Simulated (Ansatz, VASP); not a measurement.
## BAs: VASP beside Ansatz

The input INCAR:

```
SYSTEM = BAs
ALGO = Normal ; EDIFF = 1E-6
ENCUT = 500 ; GGA = PE
GGA_COMPAT = .False. ; ISIF = 2
ISMEAR = 0 ; LASPH = .True.
LCHARG = .False. ; LREAL = .False.
LWAVE = .False. ; NBANDS = 11
NELM = 120 ; PREC = Accurate
SIGMA = 0.01
```

Contents of KPOINTS:

```
k-points
0
Gamma
  5 5 5
  0 0 0
```

The input POSCAR:

```
BAs
1.0
    0.0000000000      2.3918698977      2.3918698977
    2.3918698977      0.0000000000      2.3918698977
    2.3918698977      2.3918698977      0.0000000000
B As
1 1
Direct
    0.0000000000      0.0000000000      0.0000000000
    0.2500000000      0.2500000000      0.2500000000
```

Input for Ansatz:

```yaml
crystal:
  lattice:
    - [0.0, 2.3918698977, 2.3918698977]
    - [2.3918698977, 0.0, 2.3918698977]
    - [2.3918698977, 2.3918698977, 0.0]
  atoms:
    - { symbol: B, position: [0.0, 0.0, 0.0] }
    - { symbol: As, position: [0.25, 0.25, 0.25] }
kpoints:
  mp_grid: { grid: [5, 5, 5] }
hamiltonian:
  xc: pbe
scf:
  occupations: { method: fixed }
  n_extra_bands: 4
output:
  forces: true
  stress: true
  eigenvalues: true
```

Alike in both runs: task single point; functional PBE; k mesh 5 × 5 × 5; no spin polarisation.

```csv
,VASP,Ansatz
version,VASP 6.6.1,Ansatz 0.2.0
potentials or method,"VASP PAW PBE potentials, release 64 (B, As)",plane waves
plane-wave cutoff (eV),500,420
occupations,"gaussian, width 0.01 eV",fixed
valence electrons in the cell,8,18
```

|  | VASP | Ansatz | Ansatz less VASP |
| --- | --- | --- | --- |
| gap on the k mesh at the Fermi level (eV) | 1.17 | 1.18 | +0.009 |
| pressure (GPa) | 3.0 | 2.3 | -0.65 |

VASP's potentials hold 8 valence electrons a cell and Ansatz's 18, so a difference there can come from the potentials and not from the codes.

The k mesh is coarse, so the values compare programs but aren't converged.
